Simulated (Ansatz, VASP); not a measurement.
# One calculation of CsI, two programs

INCAR

```
SYSTEM = CsI
  PREC = Accurate
  ENCUT = 400
  EDIFF = 1E-8
  ISMEAR = -1
  SIGMA = 0.01
  LREAL = .FALSE.
  LASPH = .TRUE.
  NELM = 120
  ALGO = Normal
  ISIF = 2
  LWAVE = .FALSE.
  LCHARG = .FALSE.
  GGA = CA
  LEFG = .TRUE.
  NBANDS = 15
  GGA_COMPAT = .FALSE.
```

KPOINTS

```
Automatic mesh
0
G
  7 7 7
  0 0 0
```

File POSCAR:

```
CsI
1.0
    4.5818718722      0.0000000000      0.0000000000
    0.0000000000      4.5818718722      0.0000000000
    0.0000000000      0.0000000000      4.5818718722
Cs I
1 1
Direct
    0.0000000000      0.0000000000      0.0000000000
    0.5000000000      0.5000000000      0.5000000000
```

Input for Ansatz:

```yaml
crystal:
  lattice:
    - [4.5818718722, 0.0, 0.0]
    - [0.0, 4.5818718722, 0.0]
    - [0.0, 0.0, 4.5818718722]
  atoms:
    - { symbol: Cs, position: [0.0, 0.0, 0.0] }
    - { symbol: I, position: [0.5, 0.5, 0.5] }
kpoints:
  mp_grid: { grid: [7, 7, 7] }
scf:
  occupations: { method: fermi_dirac, width: 0.01 }
hamiltonian:
  xc: lda
  pseudopotentials: { kind: all_electron, datasets: crystal }
output:
  forces: true
  stress: true
  eigenvalues: true
  efg: { contact_densities: true }
```

Change from the starting cell: volume scaled by 1.01, crystal datasets.

Alike in both runs: task electric field gradients; functional LDA; k mesh 7 × 7 × 7; occupations fermi-dirac, width 0.01 eV; no spin polarisation.

```csv
,VASP,Ansatz
version,VASP 6.6.1,Ansatz 0.2.0
potentials or method,"VASP PAW LDA potentials, release 64 (Cs_sv, I), cutoff 400 eV","all-electron PAW with datasets made for the crystal, scalar-relativistic"
```

Ansatz gave:

| Quantity | Value |
| --- | --- |
| gap on the k mesh at the Fermi level (eV) | 3.52 |
| pressure (GPa) | -1.5 |

**Question.** Which values does VASP return?

**Answer.** gap on the k mesh at the Fermi level (eV): 3.53; pressure (GPa): -1.5.

LDA's correlation is that of Perdew and Zunger in VASP and of Perdew and Wang (1992) in Ansatz. Ansatz ran all-electron here, and VASP with PAW potentials.

Spin-orbit coupling is off throughout.
